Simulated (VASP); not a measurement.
A run of VASP 6.6.1 is set up as follows.

Contents of INCAR:

```
ALGO = Fast ; EDIFF = 1E-6
EDIFFG = -0.01 ; ENCUT = 600
GGA = CA ; IBRION = 2
ISIF = 3 ; ISMEAR = -1
ISPIN = 2 ; LASPH = T
LCHARG = F ; LMAXMIX = 4
LORBIT = 11 ; LREAL = F
LWAVE = F ; MAGMOM = 0 3
NELM = 150 ; NSW = 60
PREC = Accurate ; SIGMA = 0.05
```

File KPOINTS:

```
k-points
0
Gamma
  10 10 7
```

The input POSCAR:

```
FePt
1.0
    2.7235000000      0.0000000000      0.0000000000
    0.0000000000      2.7235000000      0.0000000000
    0.0000000000      0.0000000000      3.7200000000
Pt Fe
1 1
Direct
    0.5000000000      0.5000000000      0.5000000000
    0.0000000000      0.0000000000      0.0000000000
```

Potentials or basis: VASP PAW LDA potentials, release 64 (Pt, Fe).

Command:

```bash
$ cat potpaw_LDA.64/Pt/POTCAR potpaw_LDA.64/Fe/POTCAR > POTCAR
$ mpirun -np 1 vasp_std > vasp.out
```

Problem. Estimate the relaxed cell.

Solution. a = 2.668 Å, b = 2.668 Å, c = 3.665 Å, α = 90.00°, β = 90.00°, γ = 90.00°.

Problem. Estimate the relaxed volume.

Solution. 13.04 Å³/atom.

Problem. Predict the net moment.

Solution. 3.12 μB per cell.

The path:
```
step  energy change (eV)  largest force (eV/Å)  pressure (GPa)  volume (Å³)
   1              0.0000                0.0000          -12.65        27.59
   2              0.1753                0.0000           32.31        23.47
   3             -0.0626                0.0000           -0.20        26.11
   4             -0.0626                0.0000            0.07        26.08
   5             -0.0627                0.0000            0.06        26.08
   6             -0.0626                0.0000            0.06        26.08
```

 LDA usually gives volumes a few per cent too small.
